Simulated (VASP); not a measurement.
Runs of VASP 6.6.1 on Ir. The structure is that of space group Fm-3m (No. 225), or close to it. The cells are those of the table. 

```tsv
cell	further INCAR settings	gap on the mesh (eV)	pressure (GPa)
a = 2.737, b = 2.737, c = 2.682 Å, angles 60.7, 60.7, 61.3°, 1 atom	ALGO = Fast; EDIFF = 1e-06; NBANDS = 10	none	(b)
a = 2.737, b = 2.737, c = 2.785 Å, angles 59.4, 59.4, 58.8°, 1 atom	ALGO = Fast; EDIFF = 1e-06; NBANDS = 10	none	(a)
a = 2.737, b = 2.737, c = 2.778 Å, angles 59.5, 59.5, 59.0°, 1 atom	ALGO = Fast; EDIFF = 1e-07; NBANDS = 10	none	0.9
a = 2.737, b = 2.737, c = 2.751 Å, angles 59.8, 59.8, 59.7°, 1 atom	ALGO = Fast; EDIFF = 1e-07; NBANDS = 10	none	0.5
a = 2.737, b = 2.737, c = 2.710 Å, angles 60.3, 60.3, 60.7°, 1 atom	ALGO = Fast; EDIFF = 1e-06; NBANDS = 10	none	0.6
```

Alike in all rows: task single point; level PBE; potentials or basis VASP PAW PBE potentials, release 64 (Ir); no spin polarisation; k mesh 26 × 26 × 26; cutoff (eV) 520; smearing gaussian 0.15 eV.

Q: Fill in the values left out.

A: (a) 1.0; (b) 1.2.

Caveats: spin-orbit coupling is left out, which moves the levels of the heavy elements.

A k mesh can miss the band edges, and the runs leave out spin-orbit coupling on Ir.

A gap of «none» marks levels without a gap at the run's occupations.
